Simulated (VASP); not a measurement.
# KNaICl (Pmmm) in VASP: further runs, part 2 of 2

VASP 6.6.1.

## (3) Single point, LDA

This run uses another cell than the first one, of the same volume but with other edges.

INCAR

```
SYSTEM = KNaICl
  PREC = Accurate
  ENCUT = 520
  EDIFF = 1E-6
  ISMEAR = 0
  SIGMA = 0.05
  LREAL = .False.
  LASPH = .True.
  NELM = 80
  ALGO = Normal
  ISIF = 2
  LWAVE = .False.
  LCHARG = .False.
  GGA = CA
  NBANDS = 23
```

KPOINTS

```
regular mesh
0
Gamma
  6 6 4
  0 0 0
```

POSCAR

```
KNaICl
1.0
    3.9244788382      0.0000000000      0.0000000000
    0.0000000000      4.8749773733      0.0000000000
    0.0000000000      0.0000000000      6.2608948866
K Na I Cl
1 1 1 1
Direct
    0.5000000000      0.5000000000      0.5000000000
    0.0000000000      0.0000000000      0.0000000000
    0.5000000000      0.5000000000      0.0000000000
    0.0000000000      0.0000000000      0.5000000000
```

Potentials or basis: VASP PAW LDA potentials, release 64 (K_sv, Na_pv, I, Cl).

Started as:

```sh
cat potpaw_LDA.64/K_sv/POTCAR potpaw_LDA.64/Na_pv/POTCAR potpaw_LDA.64/I/POTCAR potpaw_LDA.64/Cl/POTCAR > POTCAR
mpirun -np 1 vasp_std > vasp.out
```

Wall time 1.9 min (1 thread of Intel Xeon Platinum 8259CL at 2.50GHz (Skylake/Cascade Lake), shared host); peak memory 0.28 GiB.

It converged, with:

- Free energy: -13.0491 eV
- Pressure: 0.2 GPa
- Band gap on the k mesh: 3.05 eV, direct

Stress tensor (GPa, compression positive):
```
 1.58  0.00  0.00
 0.00 -2.46  0.00
 0.00  0.00  1.53
```

Levels at points of the mesh, in eV from the valence-band top:
| k point | band 12 | band 13 | band 14 | band 15 | band 16 | band 17 | band 18 | band 19 |
| --- | --- | --- | --- | --- | --- | --- | --- | --- |
| (0.00, 0.00, 0.00) | -1.16 | -0.95 | -0.80 | 0.00 | 3.05 | 4.57 | 5.96 | 6.02 |
| (0.50, 0.00, 0.00) | -1.76 | -1.71 | -1.10 | -0.91 | 5.22 | 5.24 | 6.62 | 6.71 |
| (0.00, 0.50, 0.00) | -1.90 | -1.27 | -1.07 | -0.01 | 5.64 | 5.70 | 6.25 | 6.91 |
| (0.50, 0.50, 0.00) | -1.61 | -1.42 | -1.40 | -0.78 | 4.00 | 4.50 | 4.99 | 6.86 |
| (0.00, 0.00, 0.50) | -1.53 | -1.51 | -0.93 | -0.08 | 4.10 | 5.13 | 5.86 | 6.19 |
| (0.50, 0.00, 0.50) | -1.76 | -1.37 | -1.23 | -1.14 | 4.76 | 4.91 | 6.36 | 7.53 |
| (0.00, 0.50, 0.50) | -1.32 | -1.23 | -1.07 | -0.04 | 4.76 | 5.70 | 6.81 | 7.55 |
| (0.50, 0.50, 0.50) | -1.86 | -1.72 | -1.60 | -1.39 | 4.84 | 6.12 | 6.70 | 6.85 |

Caveat: the cell differs from its parent crystal (strain +e along x and -e along y -0.1100, strain +e along z and -e/2 along x and y -0.0367); spin-orbit coupling is left out, which moves the levels of the heavy elements.

## (4) Single point, LDA

This run uses another cell than the first one, of the same volume but with other edges.

INCAR

```
SYSTEM = KNaICl
ALGO     = Normal         ! electronic algorithm
EDIFF    = 1E-6           ! SCF threshold, eV
ENCUT    = 520            ! plane-wave cutoff, eV
GGA      = CA             ! functional
ISIF     = 2              ! what is computed and relaxed
ISMEAR   = 0              ! smearing method
LASPH    = .TRUE.         ! aspherical terms in the spheres
LCHARG   = .FALSE.        ! write CHGCAR
LREAL    = .FALSE.        ! projectors in reciprocal space
LWAVE    = .FALSE.        ! write WAVECAR
NBANDS   = 23             ! bands
NELM     = 80             ! most SCF steps
PREC     = Accurate       ! precision mode
SIGMA    = 0.05           ! smearing width, eV
```

KPOINTS

```
k-points
0
G
  6 6 4
  0 0 0
```

POSCAR

```
KNaICl
1.0
    3.9242628158      0.0000000000      0.0000000000
    0.0000000000      4.2413836907      0.0000000000
    0.0000000000      0.0000000000      7.2143603490
K Na I Cl
1 1 1 1
Direct
    0.5000000000      0.5000000000      0.5000000000
    0.0000000000      0.0000000000      0.0000000000
    0.5000000000      0.5000000000      0.0000000000
    0.0000000000      0.0000000000      0.5000000000
```

Started as:

```sh
cat potpaw_LDA.64/K_sv/POTCAR potpaw_LDA.64/Na_pv/POTCAR potpaw_LDA.64/I/POTCAR potpaw_LDA.64/Cl/POTCAR > POTCAR
mpirun -np 1 vasp_std > vasp.out
```

It took 2 min on 1 thread of Intel Xeon Platinum 8259CL at 2.50GHz (Skylake/Cascade Lake), shared host; peak memory 0.28 GiB.

The run converged. Its results:

```yaml
Free_energy: -12.9391 eV
Pressure: 2.3 GPa
Band_gap_on_the_k_mesh: 3.61 eV, indirect (least direct gap 3.68 eV)
```

Stress tensor (GPa, compression positive):
```
 5.18  0.00  0.00
 0.00  3.69  0.00
 0.00  0.00 -2.00
```

Levels at points of the mesh, in eV from the valence-band top:
```csv
k point,band 13,band 14,band 15,band 16,band 17,band 18
"(0.00, 0.00, 0.00)",-0.69,-0.68,-0.08,3.61,5.28,5.99
"(0.50, 0.00, 0.00)",-1.38,-1.02,-0.53,5.48,5.87,6.83
"(0.00, 0.50, 0.00)",-1.20,-1.07,0.00,5.50,5.94,6.74
"(0.50, 0.50, 0.00)",-1.16,-1.14,-0.69,4.38,5.02,5.19
"(0.00, 0.00, 0.50)",-0.79,-0.67,-0.10,4.67,5.74,6.03
"(0.50, 0.00, 0.50)",-1.18,-1.01,-0.54,4.83,5.64,7.64
"(0.00, 0.50, 0.50)",-1.13,-1.07,-0.01,4.66,5.92,7.62
"(0.50, 0.50, 0.50)",-1.20,-1.19,-0.86,4.82,6.36,6.49
```

Caveat: the cell differs from its parent crystal (strain +e along x and -e along y -0.0367, strain +e along z and -e/2 along x and y +0.1100); spin-orbit coupling is left out, which moves the levels of the heavy elements. A k mesh can miss the band edges.

## (5) Single point, LDA

This run uses another cell than the first one, of the same volume but with other edges.

INCAR

```
ALGO = Normal
EDIFF = 1E-7
ENCUT = 520
ISIF = 2
ISMEAR = 0
LASPH = True
LCHARG = False
LREAL = False
LWAVE = False
NBANDS = 23
NELM = 100
PREC = Accurate
SIGMA = 0.05
```

KPOINTS

```
k-points
0
Gamma
  6 6 4
```

POSCAR

```
KNaICl
1.0
    3.8451986194      0.0000000000      0.0000000000
    0.0000000000      4.7956971546      0.0000000000
    0.0000000000      0.0000000000      6.4994237378
K Na I Cl
1 1 1 1
Direct
    0.5000000000      0.5000000000      0.5000000000
    0.0000000000      0.0000000000      0.0000000000
    0.5000000000      0.5000000000      0.0000000000
    0.0000000000      0.0000000000      0.5000000000
```

Potentials or basis: VASP PAW LDA potentials, release 64 (K_sv, Na_pv, I, Cl).

Started as:

```sh
cat potpaw_LDA.64/K_sv/POTCAR potpaw_LDA.64/Na_pv/POTCAR potpaw_LDA.64/I/POTCAR potpaw_LDA.64/Cl/POTCAR > POTCAR
mpirun -np 1 vasp_std > vasp.out
```

OUTCAR:

```text
EDIFF = 1E-7
   ENCUT = 520
   ISIF = 2
   ISMEAR = 0
   LASPH = True
   LREAL = False
   NELM = 100
   PREC = Accurate

 ion  position               nearest neighbor table
   1  0.500  0.500  0.500-   4 3.07   4 3.07   4 3.07   4 3.07   3 3.25   3 3.25
   2  0.000  0.000  0.000-   3 3.07   3 3.07   3 3.07   3 3.07
   3  0.500  0.500  0.000-   2 3.07   2 3.07   2 3.07   2 3.07   1 3.25   1 3.25
   4  0.000  0.000  0.500-   1 3.07   1 3.07   1 3.07   1 3.07

  LATTYP: Found a simple orthorhombic cell.
[... 818 lines left out ...]
     23       9.6063      0.00000

 [... further k-points ...]
[... 5 lines left out ...]
  --------------------------------------------------------------------------------------
  -------------------------------------------------------------------------------------
  Total        2.0242924     -1.3193466     -0.1960896      0.0000000      0.0000000      0.0000000
  in kB       27.0606638    -17.6369757     -2.6213178      0.0000000      0.0000000      0.0000000
  external PRESSURE =       2.2674568 kB  Pullay stress =       0.0000000 kB

 VOLUME and BASIS-vectors are now :
 -----------------------------------------------------------------------------
  energy-cutoff  :      520.00
  volume of cell :      119.85
      direct lattice vectors                 reciprocal lattice vectors
     3.845198619  0.000000000  0.000000000     0.260064589  0.000000000  0.000000000
     0.000000000  4.795697155  0.000000000     0.000000000  0.208520256  0.000000000
     0.000000000  0.000000000  6.499423738     0.000000000  0.000000000  0.153859794

 POSITION                                       TOTAL-FORCE (eV/Angst)
 -----------------------------------------------------------------------------------
      1.92260      2.39785      3.24971         0.000000      0.000000      0.000000
      0.00000      0.00000      0.00000         0.000000      0.000000      0.000000
      1.92260      2.39785      0.00000         0.000000      0.000000      0.000000
      0.00000      0.00000      3.24971         0.000000      0.000000      0.000000
 -----------------------------------------------------------------------------------
    total drift:                                0.000000      0.000000      0.000000

  FREE ENERGIE OF THE ION-ELECTRON SYSTEM (eV)
  ---------------------------------------------------
  free  energy   TOTEN  =       -13.0587837601 eV

  energy  without entropy=      -13.0587837601  energy(sigma->0) =      -13.05878376
```

OSZICAR:

```text
N       E                     dE             d eps       ncg     rms          rms(c)
DAV:   1     0.244462793922E+03    0.24446E+03   -0.13563E+04  2224   0.118E+03
DAV:   2     0.110273652555E+02   -0.23344E+03   -0.21944E+03  2354   0.326E+02
DAV:   3    -0.127011993895E+02   -0.23729E+02   -0.23496E+02  3574   0.954E+01
DAV:   4    -0.134855189054E+02   -0.78432E+00   -0.78211E+00  3071   0.156E+01
DAV:   5    -0.135177912714E+02   -0.32272E-01   -0.32268E-01  3406   0.266E+00    0.505E+00
DAV:   6    -0.131377379775E+02    0.38005E+00   -0.60509E-01  2733   0.367E+00    0.361E+00
DAV:   7    -0.130693605249E+02    0.68377E-01   -0.22321E-01  2974   0.236E+00    0.175E+00
DAV:   8    -0.130598050620E+02    0.95555E-02   -0.35831E-02  2973   0.117E+00    0.327E-01
DAV:   9    -0.130594587061E+02    0.34636E-03   -0.25351E-03  2818   0.270E-01    0.130E-01
DAV:  10    -0.130588552596E+02    0.60345E-03   -0.83229E-04  2896   0.214E-01    0.479E-02
DAV:  11    -0.130587839594E+02    0.71300E-04   -0.31398E-04  3113   0.101E-01    0.224E-02
DAV:  12    -0.130587854632E+02   -0.15038E-05   -0.54089E-05  2858   0.339E-02    0.161E-02
DAV:  13    -0.130587839841E+02    0.14791E-05   -0.60288E-06  3055   0.121E-02    0.529E-03
DAV:  14    -0.130587837682E+02    0.21595E-06   -0.70771E-07  3036   0.624E-03    0.238E-03
DAV:  15    -0.130587837601E+02    0.80604E-08   -0.29286E-07  2500   0.279E-03
   1 F= -.13058784E+02 E0= -.13058784E+02  d E =-.220225E-11
```

stdout:

```text
POSCAR found type information on POSCAR K NaI Cl
 POSCAR found :  4 types and       4 ions
 scaLAPACK will be used
 LDA part: xc-table for (Slater(with rela. corr.)+CA(PZ))
 , standard interpolation
 POSCAR, INCAR and KPOINTS ok, starting setup
 FFT: planning ... GRIDC
 FFT: planning ... GRID_SOFT
 FFT: planning ... GRID
 WAVECAR not read
 entering main loop
```

Run time: 2.4 min. Hardware: 1 thread of Intel Xeon Platinum 8259CL at 2.50GHz (Skylake/Cascade Lake), shared host; peak memory 0.28 GiB.

Results:

```
Free energy            : -13.0588 eV
Pressure               : 0.2 GPa
Band gap on the k mesh : 2.94 eV, indirect (least direct gap 2.94 eV)
```

Stress tensor (GPa, compression positive):
```
 2.71  0.00  0.00
 0.00 -1.76  0.00
 0.00  0.00 -0.26
```

Caveat: the cell differs from its parent crystal (strain +e along x and -e along y -0.1100, strain +e along z and -e/2 along x and y +0.0000); spin-orbit coupling is left out, which moves the levels of the heavy elements. A k mesh can miss the band edges.

## (6) Overview

| cell | gap on the mesh (eV) | pressure (GPa) |
| --- | --- | --- |
| a = 4.400, b = 4.717, c = 5.784 Å, 4 atoms | 3.59 | 1.7 |
| a = 3.924, b = 4.875, c = 6.261 Å, 4 atoms | 3.05 | 0.2 |
| a = 3.924, b = 4.241, c = 7.214 Å, 4 atoms | 3.61 | 2.3 |
| a = 3.845, b = 4.796, c = 6.499 Å, 4 atoms | 2.94 | 0.2 |

Alike in all rows: task single point; level LDA; potentials or basis VASP PAW LDA potentials, release 64 (K_sv, Na_pv, I, Cl); no spin polarisation; k mesh 6 × 6 × 4; cutoff (eV) 520; smearing gaussian 0.05 eV.

Caveats: spin-orbit coupling is left out, which moves the levels of the heavy elements.

Absolute energies hang on the potentials; compare differences alone.
